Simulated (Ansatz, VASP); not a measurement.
# One calculation of CaSe, two programs

INCAR

```
SYSTEM = CaSe
  ALGO = Normal
  EDIFF = 1E-7
  EDIFFG = -0.01
  ENCUT = 500
  GGA = PE
  GGA_COMPAT = .False.
  IBRION = 2
  ISIF = 3
  ISMEAR = 0
  LASPH = .True.
  LCHARG = .False.
  LREAL = .False.
  LWAVE = .False.
  NELM = 120
  NELMIN = 4
  NSW = 80
  PREC = Accurate
  SIGMA = 0.02
```

Contents of KPOINTS:

```
k-points
0
Gamma
  8 8 8
  0 0 0
```

The input POSCAR:

```
CaSe
1.0
    0.0000000000      3.1545278779      3.1545278779
    3.1545278779      0.0000000000      3.1545278779
    3.1545278779      3.1545278779      0.0000000000
Ca Se
1 1
Direct
    0.0000000000      0.0000000000      0.0000000000
    0.5000000000      0.5000000000      0.5000000000
```

Input for Ansatz:

```yaml
crystal:
  lattice:
    - [0.0, 3.1545278779, 3.1545278779]
    - [3.1545278779, 0.0, 3.1545278779]
    - [3.1545278779, 3.1545278779, 0.0]
  atoms:
    - { symbol: Ca, position: [0.0, 0.0, 0.0] }
    - { symbol: Se, position: [0.5, 0.5, 0.5] }
basis:
  ecutwfc: 420
kpoints:
  mp_grid: { grid: [8, 8, 8] }
hamiltonian:
  xc: pbe
scf:
  occupations: { method: gaussian, width: 0.02 }
output:
  forces: true
  stress: true
  eigenvalues: true
relax:
  adjacent_minimum: "off"
  f_tol: 0.01
  max_steps: 60
  cell: { stress_tol: 0.1 }
```

Alike in both runs: task relaxation of cell and atoms; functional PBE; k mesh 8 × 8 × 8; occupations gaussian, width 0.02 eV; no spin polarisation.

|  | VASP | Ansatz |
| --- | --- | --- |
| version | VASP 6.6.1 | Ansatz 0.2.0 |
| potentials or method | VASP PAW PBE potentials, release 64 (Ca_sv, Se), cutoff 500 eV | scalar-relativistic, plane waves, PAW |
| valence electrons in the cell | 16 | 26 |

```csv
,VASP,Ansatz,Ansatz less VASP
"gap on the k mesh at the Fermi level, each at its own relaxed structure (eV)",2.08,2.08,+0.001
relaxed volume (Å³/atom),26.54,26.44,-0.093
relaxed cell length with the largest relative difference (Å),4.218,4.213,-0.0050
```

VASP's potentials hold 16 valence electrons a cell and Ansatz's 26, so a difference there can come from the potentials and not from the codes.

Noted on VASP's run: the volume moved by over 15 % at a fixed basis, so the end points are rough.
